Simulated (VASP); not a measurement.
Set up this calculation in VASP 6.6.1, as the native input.

```
Task                   : single point
Functional             : PBE
Potentials or basis    : VASP PAW PBE potentials, release 64 (Ca_sv, Co)
Cutoff                 : 520 eV
k mesh                 : 16 × 16 × 16
Occupations            : gaussian, width 0.1 eV
Spin                   : collinear spin, ferromagnetic start
Starting moments       : [0.0, 1.54] μB
Dipole correction      : no
Further INCAR settings : ALGO = Normal; EDIFF = 1e-06; NBANDS = 20
```

The structure of CaCo lies in POSCAR:

```
CaCo
1.0
    0.0000000000      3.2502656915      3.2502656915
    3.2502656915      0.0000000000      3.2502656915
    3.2502656915      3.2502656915      0.0000000000
Ca Co
1 1
Direct
    0.0000000000      0.0000000000      0.0000000000
    0.2500000000      0.2500000000      0.2500000000
```

The input as run:

INCAR

```
SYSTEM = CaCo
PREC = Accurate
ENCUT = 520
EDIFF = 1E-6
ISMEAR = 0
SIGMA = 0.1
LREAL = .FALSE.
LASPH = .TRUE.
NELM = 150
ALGO = Normal
ISIF = 2
LWAVE = .FALSE.
LCHARG = .TRUE.
ISPIN = 2
MAGMOM = 0 1.54
LORBIT = 11
LMAXMIX = 4
GGA = PE
LELF = .TRUE.
LVHAR = .TRUE.
NBANDS = 20
```

KPOINTS

```
Automatic mesh
0
G
  16 16 16
  0 0 0
```

Potentials or basis: VASP PAW PBE potentials, release 64 (Ca_sv, Co).

The run is started by

```bash
$ cat potpaw_PBE.64/Ca_sv/POTCAR potpaw_PBE.64/Co/POTCAR > POTCAR
$ mpirun -np 1 vasp_std > vasp.out
```

It gave:

```yaml
Pressure: 0.0 GPa
Net_moment: 1.21 μB per cell
Site_moments: Ca -0.08; Co +1.53 μB
Valence_electrons_inside_the_program's_atomic_spheres: Ca 8.16; Co 7.97
```

Run time: 8.6 min on 1 thread of Oxide Virtual Turin-like Processor (shared host), peak memory 0.44 GiB.
